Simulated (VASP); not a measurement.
# PtSe2 (Pnnm) in VASP: further runs

The runs below take PtSe2 through relaxation of cell and atoms, single point, with PBE.

Everything below comes from runs of VASP 6.6.1. Logs are shortened: lines on timing, memory, paths and dates and some standing lists are left out, and cuts for length are marked.

### 1 The cell of the first run

It takes space group Pnnm (No. 58, orthorhombic). The conventional cell has a = 5.909 Å, b = 6.089 Å, c = 3.977 Å, α = 90.00°, β = 90.00°, γ = 90.00°. Within 3.4 Å of Pt (site symmetry 2/m) lie 6 Se at 2.56 to 2.62 Å. Within 3.5 Å of Se (site symmetry m) lie 3 Pt at 2.56 to 2.62 Å and 1 Se at 3.41 Å.

### 2 Relaxation of cell and atoms, PBE

Input file INCAR:

```
PREC = Accurate ; ENCUT = 600
EDIFF = 1E-6 ; ISMEAR = 0
SIGMA = 0.1 ; LREAL = False
LASPH = True ; NELM = 60
ALGO = Normal ; ISIF = 3
LWAVE = False ; LCHARG = False
GGA = PE ; IBRION = 2
NSW = 90 ; EDIFFG = -0.04
```

Input file KPOINTS:

```
regular mesh
0
Gamma
  4 4 4
```

Input file POSCAR:

```
PtSe2
1.0
    5.9089399798      0.0000000000      0.0000000000
    0.0000000000      6.0888596267      0.0000000000
    0.0000000000      0.0000000000      3.9771711403
Pt Se
2 4
Direct
    0.5000000000      0.5000000000      0.5000000000
    0.0000000000      0.0000000000      0.0000000000
    0.2250000000      0.8250000000      0.5000000000
    0.7250000000      0.6750000000      0.0000000000
    0.7750000000      0.1750000000      0.5000000000
    0.2750000000      0.3250000000      0.0000000000
```

Potentials or basis: VASP PAW PBE potentials, release 64 (Pt, Se).

Command:

```console
$ cat potpaw_PBE.64/Pt/POTCAR potpaw_PBE.64/Se/POTCAR > POTCAR
$ mpirun -np 1 vasp_std > vasp.out
```

OUTCAR:

```text
PREC = Accurate
   ENCUT = 600
   EDIFF = 1E-6
   ISMEAR = 0
   LREAL = False
   LASPH = True
   NELM = 60
   ISIF = 3
   GGA = PE
   IBRION = 2
   NSW = 90
   EDIFFG = -0.04

 ion  position               nearest neighbor table
   1  0.500  0.500  0.500-   3 2.56   5 2.56   4 2.62   6 2.62   4 2.62   6 2.62
   2  0.000  0.000  0.000-   4 2.56   6 2.56   5 2.62   3 2.62   3 2.62   5 2.62
   3  0.225  0.825  0.500-   1 2.56   2 2.62   2 2.62
   4  0.725  0.675  0.000-   2 2.56   1 2.62   1 2.62
   5  0.775  0.175  0.500-   1 2.56   2 2.62   2 2.62
   6  0.275  0.325  0.000-   2 2.56   1 2.62   1 2.62

  LATTYP: Found a simple orthorhombic cell.
 ALAT       =     3.9771711403
 B/A-ratio  =     1.4857142857
 C/A-ratio  =     1.5309523810

  Lattice vectors:

 A1 = (   0.0000000000,   0.0000000000,   3.9771711403)
 A2 = (   5.9089399798,   0.0000000000,   0.0000000000)
 A3 = (   0.0000000000,   6.0888596267,   0.0000000000)

Analysis of symmetry for initial positions (statically):
=====================================================================
 Subroutine PRICEL returns:
 Original cell was already a primitive cell.

 Routine SETGRP: Setting up the symmetry group for a
 simple orthorhombic supercell.

 Subroutine GETGRP returns: Found  8 space group operations
 (whereof  4 operations were pure point group operations)
 out of a pool of  8 trial point group operations.

The static configuration has the point symmetry C_2h.
 The point group associated with its full space group is D_2h.

Analysis of symmetry for dynamics (positions and initial velocities):
=====================================================================
 Subroutine PRICEL returns:
 Original cell was already a primitive cell.

 Routine SETGRP: Setting up the symmetry group for a
 simple orthorhombic supercell.

 Subroutine GETGRP returns: Found  8 space group operations
 (whereof  4 operations were pure point group operations)
 out of a pool of  8 trial point group operations.

The dynamic configuration has the point symmetry C_2h.
 The point group associated with its full space group is D_2h.

 Subroutine INISYM returns: Found  8 space group operations
 (whereof  4 operations are pure point group operations),
 and found     1 'primitive' translations

----------------------------------------------------------------------------------------

                                     Primitive cell

  volume of cell :     143.0935

  direct lattice vectors                    reciprocal lattice vectors
     5.908939980  0.000000000  0.000000000     0.169235092  0.000000000  0.000000000
     0.000000000  6.088859627  0.000000000     0.000000000  0.164234366  0.000000000
     0.000000000  0.000000000  3.977171140     0.000000000  0.000000000  0.251434994

  length of vectors
[... 93 lines left out ...]
   NSW    =     90    number of steps for IOM
   IBRION =      2    ionic relax: 0-MD 1-quasi-New 2-CG
   NFREE  =      1    steps in history (QN), initial steepest desc. (CG)
   ISIF   =      3    stress and relaxation
   ISYM   =      2    0-nonsym 1-usesym 2-fastsym
   POTIM  = 0.5000    time-step for ionic-motion
   TEBEG  =    0.0;   TEEND  =   0.0 temperature during run
   PSTRESS=    0.0 pullay stress
   NELECT =      44.0000    total number of electrons
   NUPDOWN=      -1.0000    fix difference up-down
   EMIN   =  10.00;   EMAX   =-10.00  energy-range for DOS
   EFERMI =   0.00;   METHOD = LEGACY
   ISMEAR =     0;   SIGMA  =   0.10  broadening in eV -4-tet -1-fermi 0-gaus
   EFERMI_NEDOS =   21; number of points for ismear=-14 and -15
   IALGO  =     38    algorithm
   IMIX   =      4    mixing-type and parameters
     AMIX     =   0.40;   BMIX     =  1.00
     AMIX_MAG =   1.60;   BMIX_MAG =  1.00
  volume/ion in A,a.u.               =      23.85       160.94
  Fermi-wavevector in a.u.,A,eV,Ry     =   1.104975  2.088100 16.612302  1.220970
  Thomas-Fermi vector in A             =   2.241455
   LORBIT       =      0    0 simple, 1 ext, 2 COOP (PROOUT), +10 PAW based schemes
   GGA     = PE    functional components
   LHFCALC =     F    Hartree Fock is set to
   AEXX    =    0.0000 exact exchange contribution
   IVDW    =     0    specifies the selected vdW correction
   LEPSILON=     F    determine dielectric tensor
   LRPA    =     F    only Hartree local field effects (RPA)
 conjugate gradient relaxation of ions
 non-spin polarized calculation
 Gauss-broadening in eV      SIGMA  =   0.10
  energy-cutoff  :      600.00
  volume of cell :      143.09
 maximum number of plane-waves:      4812
 NGX is ok and might be reduce to    48
   NGX = 23   NGY = 25   NGZ = 15

--------------------------------------- Ionic step        1  -------------------------------------------

 number of electron      43.9999991 magnetization

 Free energy of the ion-electron system (eV)
  ---------------------------------------------------
  ext. energy  EPLUGINS =         0.00000000
  ---------------------------------------------------
  free energy    TOTEN  =       -26.53121937 eV

  energy without entropy =      -26.50681479  energy(sigma->0) =      -26.51901708

 E-fermi :   4.0396     XC(G=0):  -9.8477

 val. band max:        3.9881519761   @ k =   0.0000   0.2500   0.2500
 cond. band min:       4.0507885770   @ k =   0.5000   0.2500   0.0000
 fundamental gap:      0.0626366009
 Fermi energy:         4.0395968944

 k-point     1 :       0.0000    0.0000    0.0000
  band No.  band energies     occupation
      1     -10.0196      2.00000
      2      -8.5914      2.00000
      3      -8.4438      2.00000
      4      -8.4094      2.00000
      5      -2.8206      2.00000
      6      -1.7113      2.00000
[... 800 lines left out ...]
  FREE ENERGIE OF THE ION-ELECTRON SYSTEM (eV)
  ---------------------------------------------------
  free  energy   TOTEN  =       -26.7794604459 eV

  energy  without entropy=      -26.7612065202  energy(sigma->0) =      -26.77033348

[... ionic steps 4 to 21 ...]

--------------------------------------- Ionic step       22  -------------------------------------------

 number of electron      44.0000002 magnetization

------------------------ aborting loop because EDIFF is reached ----------------------------------------
[... 75 lines left out ...]
--------------------------------------- Ionic step       24  -------------------------------------------

 number of electron      44.0000002 magnetization

 Free energy of the ion-electron system (eV)
  ---------------------------------------------------
  ext. energy  EPLUGINS =         0.00000000
  ---------------------------------------------------
  free energy    TOTEN  =       -27.53095059 eV

  energy without entropy =      -27.52254117  energy(sigma->0) =      -27.52674588

 E-fermi :   5.8452     XC(G=0): -10.4442

 val. band max:        5.8267877937   @ k =   0.0000   0.0000   0.0000
 cond. band min:       5.8691537681   @ k =   0.5000   0.0000   0.0000
 fundamental gap:      0.0423659744
 Fermi energy:         5.8451802611

 k-point     1 :       0.0000    0.0000    0.0000
  band No.  band energies     occupation
      1      -9.3868      2.00000
      2      -7.9325      2.00000
      3      -7.1666      2.00000
      4      -6.9165      2.00000
      5      -1.5948      2.00000
      6      -0.5626      2.00000
[... 720 lines left out ...]
  FREE ENERGIE OF THE ION-ELECTRON SYSTEM (eV)
  ---------------------------------------------------
  free  energy   TOTEN  =       -27.5309505920 eV

  energy  without entropy=      -27.5225411744  energy(sigma->0) =      -27.52674588

 reached required accuracy - stopping structural energy minimisation
```

OSZICAR:

```text
N       E                     dE             d eps       ncg     rms          rms(c)
DAV:   1     0.275290706424E+03    0.27529E+03   -0.21277E+04  1404   0.166E+03
[... 228 lines left out ...]
DAV:   1    -0.275364949798E+02   -0.64804E-02   -0.14403E-01  1414   0.260E+00    0.482E-01
DAV:   2    -0.275327703061E+02    0.37247E-02   -0.37602E-02  1418   0.149E+00    0.367E-01
DAV:   3    -0.275311925955E+02    0.15777E-02   -0.50419E-03  1448   0.541E-01    0.126E-01
DAV:   4    -0.275309542931E+02    0.23830E-03   -0.16006E-03  1474   0.168E-01    0.383E-02
DAV:   5    -0.275309495855E+02    0.47076E-05   -0.80098E-05  1550   0.606E-02    0.346E-02
DAV:   6    -0.275309504490E+02   -0.86349E-06   -0.15256E-05  1478   0.264E-02    0.327E-03
DAV:   7    -0.275309505920E+02   -0.14301E-06   -0.47997E-07   716   0.510E-03
  24 F= -.27530951E+02 E0= -.27526746E+02  d E =-.537824E-03
```

CONTCAR:

```text
PtSe2
   1.00000000000000
     5.5274344236980761   -0.0000000000000000    0.0000000000000000
    -0.0000000000000000    5.9517083675651312    0.0000000000000000
     0.0000000000000000    0.0000000000000000    3.8826041189634370
  Pt              Se
     2     4
Direct
     0.5000000000000000    0.5000000000000000    0.5000000000000000
     0.0000000000000000    0.0000000000000000    0.0000000000000000
     0.2721426294583680    0.8797075392366687    0.5000000000000000
     0.7721426294583678    0.6202924607633313    0.0000000000000000
     0.7278573705416322    0.1202924607633313    0.5000000000000000
     0.2278573705416320    0.3797075392366687    0.0000000000000000

  0.00000000E+00  0.00000000E+00  0.00000000E+00
  0.00000000E+00  0.00000000E+00  0.00000000E+00
  0.00000000E+00  0.00000000E+00  0.00000000E+00
  0.00000000E+00  0.00000000E+00  0.00000000E+00
  0.00000000E+00  0.00000000E+00  0.00000000E+00
  0.00000000E+00  0.00000000E+00  0.00000000E+00
```

Run time: 11 min. Hardware: 1 thread of Intel Xeon 6975P-C (Granite Rapids), shared host; peak memory 0.35 GiB.

Results:

```yaml
Free_energy: -27.5310 eV
Relaxed_volume: 21.29 Å³/atom
Relaxed_cell: a = 5.527 Å, b = 5.952 Å, c = 3.883 Å, α = 90.00°, β = 90.00°, γ = 90.00°
Space_group_after_relaxing_to_0.1_Å: Pnnm (No. 58)
Energy_gained_by_relaxing: 166.6 meV/atom
Ionic_steps: 24
Pressure_after_relaxing: 0.1 GPa
Largest_force_after_relaxing: 0.003 eV/Å
Band_gap_on_the_k_mesh: zero (bands 22 and 23 overlap by 0.65 eV)
```

Forces on the atoms (eV/Å):
```
Pt   0.000  0.000  0.000
Pt   0.000  0.000  0.000
Se  -0.003  0.001  0.000
Se  -0.003 -0.001  0.000
Se   0.003 -0.001  0.000
Se   0.003  0.001  0.000
```

Stress tensor (GPa, compression positive):
```
-0.05  0.00  0.00
 0.00  0.01  0.00
 0.00  0.00  0.20
```

Step by step:
```
step  energy change (eV)  largest force (eV/Å)  pressure (GPa)  volume (Å³)
   1              0.0000                0.7102           -5.80       143.09
   2             -0.1387                0.6604            6.77       125.93
   3             -0.2482                0.6556            0.92       132.31
   4             -0.3634                0.5794            0.78       131.97
   5             -0.5372                0.6816            0.63       130.80
   6             -0.6455                0.4898           -2.00       132.88
   7             -0.6734                0.3487           -3.82       134.58
   8             -0.7130                0.3226           -3.58       133.91
   9             -0.8111                0.2423           -2.73       131.90
  10             -0.8999                0.0562           -0.38       127.92
  11             -0.9180                0.0472           -0.14       127.70
  12             -0.9571                0.0680            0.66       127.01
  13             -0.9469                0.2063            2.71       125.44
  14             -0.9683                0.1233            1.49       126.35
  15             -0.9822                0.1194           -0.08       128.20
  16             -0.9823                0.1208           -0.25       128.41
  17             -0.9857                0.1194           -0.20       128.30
  18             -0.9926                0.1204           -0.01       127.94
  19             -0.9895                0.1553            0.38       127.18
  20             -0.9941                0.1299            0.13       127.67
  21             -0.9981                0.0699           -0.10       127.92
  22             -0.9992                0.0238           -0.29       128.14
  23             -0.9988                0.0241            0.52       127.20
  24             -0.9997                0.0034            0.05       127.73
```

Final structure:
```
Pt Se
1.0
     5.52743    0.00000    0.00000
     0.00000    5.95171    0.00000
     0.00000    0.00000    3.88260
Pt Se
2 4
Direct
  0.50000 0.50000 0.50000
  0.00000 0.00000 0.00000
  0.27214 0.87971 0.50000
  0.77214 0.62029 0.00000
  0.72786 0.12029 0.50000
  0.22786 0.37971 0.00000
```

Levels at points of the mesh, in eV from the Fermi level:
| k point | band 18 | band 19 | band 20 | band 21 | band 22 | band 23 | band 24 | band 25 | band 26 |
| --- | --- | --- | --- | --- | --- | --- | --- | --- | --- |
| (0.00, 0.00, 0.00) | -2.58 | -2.58 | -1.47 | -0.62 | -0.02 | 0.48 | 1.99 | 2.05 | 2.20 |
| (0.50, 0.00, 0.00) | -2.36 | -1.65 | -1.65 | 0.02 | 0.02 | 1.09 | 1.09 | 1.38 | 1.38 |
| (0.00, 0.50, 0.00) | -2.06 | -1.96 | -1.96 | -0.84 | -0.84 | 1.20 | 1.20 | 1.75 | 1.75 |
| (0.50, 0.50, 0.00) | -2.17 | -2.08 | -2.08 | -1.27 | -1.27 | 1.17 | 1.17 | 1.28 | 1.28 |
| (0.00, 0.00, 0.50) | -2.78 | -2.56 | -2.56 | -0.69 | -0.69 | 0.04 | 0.04 | 1.15 | 1.15 |
| (0.50, 0.00, 0.50) | -3.08 | -2.62 | -2.62 | -0.53 | -0.53 | -0.47 | -0.47 | 2.11 | 2.11 |
| (0.00, 0.50, 0.50) | -3.09 | -2.16 | -2.16 | -1.92 | -1.92 | 1.06 | 1.06 | 1.68 | 1.68 |
| (0.50, 0.50, 0.50) | -2.85 | -1.70 | -1.70 | -0.60 | -0.60 | 0.76 | 0.76 | 0.87 | 0.87 |

Caveat: the k points lie up to 0.40 Å⁻¹ apart in the final cell, too coarse for converged energies and pressures of a metal; spin-orbit coupling is left out, which moves the levels of the heavy elements.

### 3 Single point, PBE

This run uses another cell than the first one, of 21.38 Å³/atom.

Input file INCAR:

```
PREC = Accurate
ENCUT = 520
EDIFF = 1E-7
ISMEAR = 0
SIGMA = 0.1
LREAL = False
LASPH = True
NELM = 80
ALGO = Normal
ISIF = 2
LWAVE = False
LCHARG = True
GGA = PE
LELF = True
LVHAR = True
NBANDS = 31
```

Input file KPOINTS:

```
Automatic mesh
0
Gamma
  8 6 10
```

Input file POSCAR:

```
PtSe2
1.0
    5.4910385545      0.0000000000      0.0000000000
    0.0000000000      5.9728685111      0.0000000000
    0.0000000000      0.0000000000      3.9119999054
Pt Se
2 4
Direct
    0.5000000000      0.5000000000      0.5000000000
    0.0000000000      0.0000000000      0.0000000000
    0.2667627120      0.8768522324      0.5000000000
    0.7667627120      0.6231477676      0.0000000000
    0.7332372880      0.1231477676      0.5000000000
    0.2332372880      0.3768522324      0.0000000000
```

Potentials or basis: VASP PAW PBE potentials, release 64 (Pt, Se).

Command:

```console
$ cat potpaw_PBE.64/Pt/POTCAR potpaw_PBE.64/Se/POTCAR > POTCAR
$ mpirun -np 1 vasp_std > vasp.out
```

Wall time 3.1 min (1 thread of Intel Xeon 6975P-C (Granite Rapids), shared host); peak memory 0.53 GiB.

Results (log left out):

| Quantity | Value |
| --- | --- |
| Free energy | -27.4957 eV |
| Pressure | 0.0 GPa |
| Largest force | 0.007 eV/Å |
| Band gap on the k mesh | zero (bands 22 and 23 overlap by 0.73 eV) |

Forces on the atoms (eV/Å):
```
Pt   0.000  0.000  0.000
Pt   0.000  0.000  0.000
Se   0.003  0.006  0.000
Se   0.003 -0.006  0.000
Se  -0.003 -0.006  0.000
Se  -0.003  0.006  0.000
```

Stress tensor (GPa, compression positive):
```
-0.08  0.00  0.00
 0.00  0.03  0.00
 0.00  0.00 -0.04
```

Levels at points of the mesh, in eV from the Fermi level:
```tsv
k point	band 20	band 21	band 22	band 23	band 24	band 25
(0.00, 0.00, 0.00)	-1.49	-0.64	-0.09	0.49	2.04	2.07
(0.50, 0.00, 0.00)	-1.73	0.05	0.05	1.18	1.18	1.43
(0.00, 0.50, 0.00)	-2.01	-0.88	-0.88	1.25	1.25	1.78
(0.50, 0.50, 0.00)	-2.02	-1.22	-1.22	1.11	1.11	1.37
(0.00, 0.00, 0.50)	-2.50	-0.63	-0.63	0.07	0.07	1.07
(0.50, 0.00, 0.50)	-2.55	-0.55	-0.55	-0.48	-0.48	2.18
(0.00, 0.50, 0.50)	-2.16	-1.92	-1.92	0.96	0.96	1.83
(0.50, 0.50, 0.50)	-1.59	-0.61	-0.61	0.75	0.75	0.84
```

Caveat: spin-orbit coupling is left out, which moves the levels of the heavy elements.

The gap in the log of VASP goes by the Fermi energy; the results here count the filled bands.